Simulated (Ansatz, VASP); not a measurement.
# NaCl: VASP beside Ansatz

```
Na Cl
1.0
     0.00000    2.80270    2.80270
     2.80270    0.00000    2.80270
     2.80270    2.80270    0.00000
Na Cl
1 1
Direct
  0.00000 0.00000 0.00000
  0.50000 0.50000 0.50000
```

Alike in both runs: task single point; functional HSE06; k mesh 4 × 4 × 4; no spin polarisation.

|  | VASP | Ansatz |
| --- | --- | --- |
| version | VASP 6.6.1 | Ansatz 0.2.0 |
| potentials or method | VASP PAW PBE potentials, release 64 (Na_pv, Cl) | plane waves, PAW |
| plane-wave cutoff (eV) | 520 | 420 |
| occupations | gaussian, width 0.01 eV | fixed |
| valence electrons in the cell | 14 | 16 |

Ansatz gave:

* gap on the k mesh at the Fermi level (eV): 6.56
* pressure (GPa): 0.7

Task: What did VASP give for the same quantities?

Result: gap on the k mesh at the Fermi level (eV): 6.55; pressure (GPa): 0.7.

VASP's potentials hold 14 valence electrons a cell and Ansatz's 16, so a difference there can come from the potentials and not from the codes. Ansatz's warnings: stress exchange threshold loose, stress scf threshold loose.

The k mesh is coarse, so the values compare programs but aren't converged.
